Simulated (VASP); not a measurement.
Here is a VASP 6.6.1 calculation.

The input INCAR:

```
SYSTEM = MgCd3Se2
PREC     = Accurate       ! precision mode
ENCUT    = 520            ! plane-wave cutoff, eV
EDIFF    = 1E-7           ! SCF threshold, eV
ISMEAR   = 0              ! smearing method
SIGMA    = 0.1            ! smearing width, eV
LREAL    = .FALSE.        ! projectors in reciprocal space
LASPH    = .TRUE.         ! aspherical terms in the spheres
NELM     = 80             ! most SCF steps
ALGO     = Normal         ! electronic algorithm
ISIF     = 2              ! what is computed and relaxed
LWAVE    = .FALSE.        ! write WAVECAR
LCHARG   = .TRUE.         ! write CHGCAR
GGA      = PE             ! functional
LELF     = .TRUE.         ! ELF
LVHAR    = .TRUE.       
NBANDS   = 34             ! bands
```

KPOINTS

```
regular mesh
0
G
  6 6 4
  0 0 0
```

POSCAR

```
MgCd3Se2
1.0
    5.8733552450      0.0000000036      0.0000000000
   -2.9366776257      5.0864748458      0.0000000000
    0.0000000000      0.0000000000      7.4482623790
Mg Cd Se
1 3 2
Direct
    0.0000000000      0.0000000000      0.0000000000
    0.4999984204      0.5000015796      0.0000000000
    0.4999984204     -0.0000031591      0.0000000000
    1.0000031591      0.5000015796      0.0000000000
    0.0000000000      0.0000000000      0.6576733868
    0.0000000000      0.0000000000      0.3423266132
```

Potentials or basis: VASP PAW PBE potentials, release 64 (Mg, Cd, Se).

Launch:

```bash
$ cat potpaw_PBE.64/Mg/POTCAR potpaw_PBE.64/Cd/POTCAR potpaw_PBE.64/Se/POTCAR > POTCAR
$ mpirun -np 1 vasp_std > vasp.out
```

(1) Estimate the pressure.

(2) Estimate the band gap on the k mesh.

## Answers

(1) 0.1 GPa.

(2) zero (band 25 reaches 0.29 eV, above the bottom of band 26 at -0.33 eV).
